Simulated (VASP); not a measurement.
# GaC3 in VASP: further runs, part 3 of 3

VASP 6.6.1. Earlier steps stand in the parts before.

## Step 6: Single point, PBE

Contents of INCAR:

```
SYSTEM = GaC3
PREC     = Accurate       ! precision mode
ENCUT    = 520            ! plane-wave cutoff, eV
EDIFF    = 1E-6           ! SCF threshold, eV
ISMEAR   = -1             ! smearing method
SIGMA    = 0.05           ! smearing width, eV
LREAL    = .FALSE.        ! projectors in reciprocal space
LASPH    = .TRUE.         ! aspherical terms in the spheres
NELM     = 60             ! most SCF steps
ALGO     = Normal         ! electronic algorithm
ISIF     = 2              ! what is computed and relaxed
LWAVE    = .FALSE.        ! write WAVECAR
LCHARG   = .FALSE.        ! write CHGCAR
GGA      = PE             ! functional
NBANDS   = 20             ! bands
```

Contents of KPOINTS:

```
Automatic mesh
0
G
  10 10 10
  0 0 0
```

Contents of POSCAR:

```
GaC3
1.0
    3.3189500000      0.0165947500      0.0165947500
    0.0165947500      3.3189500000      0.0165947500
    0.0165947500      0.0165947500      3.3189500000
Ga C
1 3
Direct
    0.0000000000      0.0000000000      0.0000000000
    0.0000000000      0.5000000000      0.5000000000
    0.5000000000      0.0000000000      0.5000000000
    0.5000000000      0.5000000000      0.0000000000
```

Potentials or basis: VASP PAW PBE potentials, release 64 (Ga_d, C).

The run is started by

```sh
$ cat potpaw_PBE.64/Ga_d/POTCAR potpaw_PBE.64/C/POTCAR > POTCAR
$ mpirun -np 1 vasp_std > vasp.out
```

OUTCAR:

```text
SYSTEM = GaC3
   PREC = Accurate
   ENCUT = 520
   EDIFF = 1E-6
   ISMEAR = -1
   LREAL = .FALSE.
   LASPH = .TRUE.
   NELM = 60
   ISIF = 2
   GGA = PE

 ion  position               nearest neighbor table
   1  0.000  0.000  0.000-   2 2.34   3 2.34   2 2.34   4 2.34   3 2.34   4 2.34   2 2.36   2 2.36
                             3 2.36   4 2.36   3 2.36   4 2.36
   2  0.000  0.500  0.500-   1 2.34   1 2.34   1 2.36   1 2.36
   3  0.500  0.000  0.500-   1 2.34   1 2.34   1 2.36   1 2.36
   4  0.500  0.500  0.000-   1 2.34   1 2.34   1 2.36   1 2.36

  LATTYP: Found a trigonal (rhomboedric) cell.
 ALAT       =     3.3190329727
 COS(alpha) =     0.0100244988

  Lattice vectors:

 A1 = (   3.3189500000,   0.0165947500,   0.0165947500)
 A2 = (   0.0165947500,   3.3189500000,   0.0165947500)
 A3 = (   0.0165947500,   0.0165947500,   3.3189500000)

Analysis of symmetry for initial positions (statically):
=====================================================================
 Subroutine PRICEL returns:
 Original cell was already a primitive cell.

 Routine SETGRP: Setting up the symmetry group for a
 trigonal (rhombohedral) supercell.

 Subroutine GETGRP returns: Found 12 space group operations
 (whereof 12 operations were pure point group operations)
 out of a pool of 12 trial point group operations.

The static configuration has the point symmetry D_3d.

Analysis of symmetry for dynamics (positions and initial velocities):
=====================================================================
 Subroutine PRICEL returns:
 Original cell was already a primitive cell.

 Routine SETGRP: Setting up the symmetry group for a
 trigonal (rhombohedral) supercell.

 Subroutine GETGRP returns: Found 12 space group operations
 (whereof 12 operations were pure point group operations)
 out of a pool of 12 trial point group operations.

The dynamic configuration has the point symmetry D_3d.

 Subroutine INISYM returns: Found 12 space group operations
 (whereof 12 operations are pure point group operations),
 and found     1 'primitive' translations

----------------------------------------------------------------------------------------

                                     Primitive cell

  volume of cell :      36.5569

  direct lattice vectors                    reciprocal lattice vectors
     3.318950000  0.016594750  0.016594750     0.301315101 -0.001499080 -0.001499080
     0.016594750  3.318950000  0.016594750    -0.001499080  0.301315101 -0.001499080
     0.016594750  0.016594750  3.318950000    -0.001499080 -0.001499080  0.301315101

  length of vectors
     3.319032973  3.319032973  3.319032973     0.301322559  0.301322559  0.301322559

  position of ions in fractional coordinates (direct lattice)
     0.000000000  0.000000000  0.000000000
     0.000000000  0.500000000  0.500000000
     0.500000000  0.000000000  0.500000000
     0.500000000  0.500000000  0.000000000

  ion indices of the primitive-cell ions
   primitive index   ion index
                 1           1
                 2           2
                 3           3
                 4           4

----------------------------------------------------------------------------------------

 KPOINTS: Automatic mesh

Automatic generation of k-mesh.
 Grid dimensions read from file:
 generate k-points for:   10   10   10

 Generating k-lattice:

  Cartesian coordinates                     Fractional coordinates (reciprocal lattice)
     0.030131510 -0.000149908 -0.000149908     0.100000000 -0.000000000  0.000000000
    -0.000149908  0.030131510 -0.000149908    -0.000000000  0.100000000  0.000000000
    -0.000149908 -0.000149908  0.030131510     0.000000000  0.000000000  0.100000000

  Length of vectors
     0.030132256  0.030132256  0.030132256

  Shift w.r.t. Gamma in fractional coordinates (k-lattice)
     0.000000000  0.000000000  0.000000000

 Subroutine IBZKPT returns following result:
 ===========================================

 Found    116 irreducible k-points:

 Following reciprocal coordinates:
            Coordinates               Weight
  0.000000  0.000000  0.000000      1.000000
  0.100000 -0.000000 -0.000000      6.000000
  0.200000 -0.000000 -0.000000      6.000000
  0.300000 -0.000000 -0.000000      6.000000
  0.400000 -0.000000 -0.000000      6.000000
  0.500000 -0.000000 -0.000000      3.000000
[... 16 lines left out ...]
  0.300000  0.300000 -0.000000      6.000000
  0.400000  0.300000 -0.000000     12.000000
 [... further k-points ...]
   k-points           NKPTS =    116   k-points in BZ     NKDIM =    116   number of bands    NBANDS=     20
   number of dos      NEDOS =    301   number of ions     NIONS =      4
   total plane-waves  NPLWV =  21952
   dimension x,y,z NGX =    28 NGY =   28 NGZ =   28
   dimension x,y,z NGXF=    56 NGYF=   56 NGZF=   56
   ions per type =               1   3
   NGX,Y,Z   is equivalent  to a cutoff of  14.02, 14.02, 14.02 a.u.
   NGXF,Y,Z  is equivalent  to a cutoff of  28.05, 28.05, 28.05 a.u.
 SYSTEM =  GaC3
   PREC   = accura    normal or accurate (medium, high low for compatibility)
   ISTART =      0    job   : 0-new  1-cont  2-samecut
   ICHARG =      2    charge: 1-file 2-atom 10-const
   ISPIN  =      1    spin polarized calculation?
   LNONCOLLINEAR =      F non collinear calculations
   LSORBIT =      F    spin-orbit coupling
   LASPH  =      T    aspherical Exc in radial PAW
   ENCUT  =  520.0 eV  38.22 Ry    6.18 a.u.   6.17  6.17  6.17*2*pi/ulx,y,z
   NELM   =     60;   NELMIN=  2; NELMDL= -5     # of ELM steps
   EDIFF  = 0.1E-05   stopping-criterion for ELM
   LREAL  =      F    real-space projection
   EDIFFG = 0.1E-04   stopping-criterion for IOM
   NSW    =      0    number of steps for IOM
   IBRION =     -1    ionic relax: 0-MD 1-quasi-New 2-CG
   NFREE  =      0    steps in history (QN), initial steepest desc. (CG)
   ISIF   =      2    stress and relaxation
   ISYM   =      2    0-nonsym 1-usesym 2-fastsym
   POTIM  = 0.5000    time-step for ionic-motion
   TEBEG  =    0.0;   TEEND  =   0.0 temperature during run
   PSTRESS=    0.0 pullay stress
   NELECT =      25.0000    total number of electrons
   NUPDOWN=      -1.0000    fix difference up-down
   EMIN   =  10.00;   EMAX   =-10.00  energy-range for DOS
   EFERMI =   0.00;   METHOD = LEGACY
   ISMEAR =    -1;   SIGMA  =   0.05  broadening in eV -4-tet -1-fermi 0-gaus
   EFERMI_NEDOS =   21; number of points for ismear=-14 and -15
   IALGO  =     38    algorithm
   IMIX   =      4    mixing-type and parameters
     AMIX     =   0.40;   BMIX     =  1.00
     AMIX_MAG =   1.60;   BMIX_MAG =  1.00
  volume/ion in A,a.u.               =       9.14        61.67
  Fermi-wavevector in a.u.,A,eV,Ry     =   1.442331  2.725610 28.304455  2.080319
  Thomas-Fermi vector in A             =   2.560863
   LORBIT       =      0    0 simple, 1 ext, 2 COOP (PROOUT), +10 PAW based schemes
   GGA     = PE    functional components
   LHFCALC =     F    Hartree Fock is set to
   AEXX    =    0.0000 exact exchange contribution
   IVDW    =     0    specifies the selected vdW correction
   LEPSILON=     F    determine dielectric tensor
   LRPA    =     F    only Hartree local field effects (RPA)
 non-spin polarized calculation
  energy-cutoff  :      520.00
  volume of cell :       36.56
 maximum number of plane-waves:       999
 NGX is ok and might be reduce to    28
   NGX = 13   NGY = 13   NGZ = 13

 number of electron      25.0000005 magnetization

 Free energy of the ion-electron system (eV)
  ---------------------------------------------------
  ext. energy  EPLUGINS =         0.00000000
  ---------------------------------------------------
  free energy    TOTEN  =       -17.68008623 eV

  energy without entropy =      -17.66588477  energy(sigma->0) =      -17.67298550

 E-fermi :   7.4989     XC(G=0): -12.5337

 val. band max:        7.4952308934   @ k =  -0.2000   0.2000   0.1000
 cond. band min:       7.5002398386   @ k =   0.3000   0.3000  -0.0000
 fundamental gap:      0.0050089452
 Fermi energy:         7.4989343657

 k-point     1 :       0.0000    0.0000    0.0000
  band No.  band energies     occupation
      1      -9.1601      2.00000
      2      -7.6926      2.00000
      3      -7.6926      2.00000
      4      -7.4920      2.00000
      5      -7.4873      2.00000
      6      -7.4873      2.00000
[... 12 lines left out ...]
     19      19.3855      0.00000
[... 513 lines left out ...]
      4      -7.5416      2.00000
      5      -7.5173      2.00000
      6      -6.1360      2.00000
[... 12 lines left out ...]
     19      14.7282      0.00000
     20      16.6131      0.00000

 [... further k-points ...]
[... 5 lines left out ...]
  --------------------------------------------------------------------------------------
  -------------------------------------------------------------------------------------
  Total        0.4371816      0.4371816      0.4371816      0.0246986      0.0246986      0.0246986
  in kB       19.1603204     19.1603204     19.1603204      1.0824624      1.0824624      1.0824624
  external PRESSURE =      19.1603204 kB  Pullay stress =       0.0000000 kB

 VOLUME and BASIS-vectors are now :
 -----------------------------------------------------------------------------
  energy-cutoff  :      520.00
  volume of cell :       36.56
      direct lattice vectors                 reciprocal lattice vectors
     3.318950000  0.016594750  0.016594750     0.301315101 -0.001499080 -0.001499080
     0.016594750  3.318950000  0.016594750    -0.001499080  0.301315101 -0.001499080
     0.016594750  0.016594750  3.318950000    -0.001499080 -0.001499080  0.301315101

 POSITION                                       TOTAL-FORCE (eV/Angst)
 -----------------------------------------------------------------------------------
      0.00000      0.00000      0.00000        -0.000000     -0.000000      0.000000
      0.01659      1.66777      1.66777        -0.000000     -0.000000      0.000000
      1.66777      0.01659      1.66777         0.000000      0.000000      0.000000
      1.66777      1.66777      0.01659         0.000000      0.000000      0.000000
 -----------------------------------------------------------------------------------
    total drift:                                0.000000      0.000000      0.000000

  FREE ENERGIE OF THE ION-ELECTRON SYSTEM (eV)
  ---------------------------------------------------
  free  energy   TOTEN  =       -17.6800862296 eV

  energy  without entropy=      -17.6658847728  energy(sigma->0) =      -17.67298550
```

Wall time 46 s (1 thread of AMD EPYC 9R45 (Zen 5), shared host); peak memory 0.18 GiB.

What came out:

```yaml
Free_energy: -17.6801 eV
Pressure: 1.9 GPa
```

## Step 7: Summary

```csv
cell,gap on the mesh (eV),pressure (GPa)
"a = 3.319 Å, 4 atoms",none,1.9
"a = 3.319 Å, angles 90.6°, 4 atoms",none,1.9
"a = 3.319 Å, angles 90.3°, 4 atoms",none,1.9
"a = 3.319 Å, angles 89.7°, 4 atoms",none,1.9
"a = 3.319 Å, angles 89.4°, 4 atoms",none,1.9
```

Alike in all rows: task single point; level PBE; potentials or basis VASP PAW PBE potentials, release 64 (Ga_d, C); no spin polarisation; k mesh 10 × 10 × 10; cutoff (eV) 520; smearing fermi-dirac 0.05 eV.

Absolute energies hang on the potentials; compare differences alone.
